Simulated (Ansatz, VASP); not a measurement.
**Si62As in VASP and in Ansatz**

```
CELL_PARAMETERS angstrom
10.86000 0.00000 0.00000
0.00000 10.86000 0.00000
0.00000 0.00000 10.86000
ATOMIC_POSITIONS crystal
Si 0.49946 0.00118 0.00054
Si 0.62576 0.12623 0.12504
Si 0.75001 0.25246 0.99898
Si 0.87468 0.37532 0.12578
Si 0.75034 0.99977 0.24977
Si 0.87631 0.12536 0.37536
Si 0.99975 0.00123 0.99801
Si 0.12505 0.12495 0.12391
Si 0.24877 0.25025 0.99801
Si 0.37493 0.37527 0.12507
Si 0.49941 0.50183 0.00059
Si 0.62408 0.62592 0.12660
Si 0.74817 0.75059 0.00059
Si 0.87473 0.87507 0.12507
Si 0.25035 0.99965 0.24965
Si 0.37609 0.12495 0.37495
Si 0.50199 0.25025 0.25123
Si 0.62857 0.37600 0.37929
Si 0.74984 0.50016 0.25060
Si 0.87400 0.62143 0.37929
Si 0.50199 0.00123 0.50025
Si 0.62857 0.12929 0.62600
Si 0.75839 0.25220 0.50220
Si 0.74984 0.00060 0.75016
Si 0.87400 0.12929 0.87143
Si 0.99754 0.49999 0.99898
Si 0.12377 0.62424 0.12504
Si 0.24882 0.75054 0.00054
Si 0.37474 0.87526 0.12526
Si 0.00049 0.24951 0.24884
Si 0.12464 0.37369 0.37536
Si 0.25023 0.49966 0.24977
Si 0.37496 0.62424 0.37623
Si 0.49946 0.75054 0.25118
Si 0.62576 0.87504 0.37623
Si 0.00049 0.99884 0.49951
Si 0.12464 0.12536 0.62369
Si 0.25116 0.24951 0.49951
Si 0.37422 0.37532 0.62532
Si 0.50102 0.49999 0.50246
Si 0.62468 0.62532 0.62879
Si 0.75001 0.74898 0.50246
Si 0.87468 0.87578 0.62532
Si 0.25023 0.99977 0.74966
Si 0.37496 0.12623 0.87424
Si 0.50102 0.25246 0.74999
Si 0.62468 0.37879 0.87532
Si 0.87121 0.62532 0.87532
Si 0.99975 0.74801 0.25123
Si 0.12505 0.87391 0.37495
Si 0.99780 0.49161 0.50220
Si 0.12071 0.62143 0.62600
Si 0.24877 0.74801 0.50025
Si 0.37493 0.87507 0.62527
Si 0.99780 0.25220 0.74161
Si 0.12071 0.37600 0.87143
Si 0.24940 0.50016 0.75016
Si 0.37340 0.62592 0.87592
Si 0.49941 0.75059 0.75183
Si 0.62408 0.87660 0.87592
Si 0.99754 0.74898 0.74999
Si 0.12377 0.87504 0.87424
As 0.76344 0.48656 0.73656
```

Alike in both runs: functional PBE; dispersion D3(BJ); k mesh 1 × 1 × 1; occupations fermi-dirac, width 0.05 eV; collinear spin.

Ansatz relaxed the structure, and its values are those at the end. VASP's run is a single point on that final structure, the one shown.

|  | VASP | Ansatz |
| --- | --- | --- |
| version | VASP 6.6.1 | Ansatz 0.2.0 |
| potentials or method | VASP PAW PBE potentials, release 64 (Si, As), cutoff 520 eV | scalar-relativistic, plane waves, PAW |
| valence electrons in the cell | 253 | 263 |

|  | VASP | Ansatz | Ansatz less VASP |
| --- | --- | --- | --- |
| rms of the force components (eV/Å) | 0.006 | 0.006 | +0.0001 |
| net moment per atom (μB) | 0.00 | 0.00 | -0.003 |

VASP's potentials hold 253 valence electrons a cell and Ansatz's 263, so a difference there can come from the potentials and not from the codes. Ansatz's warnings: seeded moment not kept.
